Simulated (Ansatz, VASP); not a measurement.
# Mg3BeS: VASP beside Ansatz

```xyz
5
Lattice="4.8310 0.0000 0.0000 0.0000 4.8310 0.0000 0.0000 0.0000 4.9526" Properties=species:S:1:pos:R:3 pbc="T T T"
Mg    0.0000    2.4155    2.4159
Mg    2.4155    2.4155    0.2270
Mg    2.4155    0.0000    2.4159
Be    2.4155    2.4155    2.7765
S     0.0000    0.0000    6.2396
```

Change from the starting cell: species swapped into the CeBPt3 type (P4mm, No. 99).

Alike in both runs: functional PBE; k mesh 4 × 4 × 4; occupations gaussian, width 0.1 eV; no spin polarisation.

Ansatz relaxed the structure, and its values are those at the end. VASP's run is a single point on that final structure, the one shown.

|  | VASP | Ansatz |
| --- | --- | --- |
| version | VASP 6.6.1 | Ansatz 0.2.0 |
| potentials or method | VASP PAW PBE potentials, release 64 (Mg, Be, S), cutoff 520 eV | scalar-relativistic, plane waves, PAW |
| valence electrons in the cell | 14 | 38 |

```csv
,VASP,Ansatz,Ansatz less VASP
gap on the k mesh at the Fermi level (eV),none,none,-
pressure (GPa),0.0,0.1,+0.08
rms of the force components (eV/Å),0.004,0.005,+0.0013
```

A gap of «none» marks a metal or a gap that the smearing closes. With one functional, cell and mesh, what is left measures potentials, basis and numerics. VASP's potentials hold 14 valence electrons a cell and Ansatz's 38, so a difference there can come from the potentials and not from the codes.
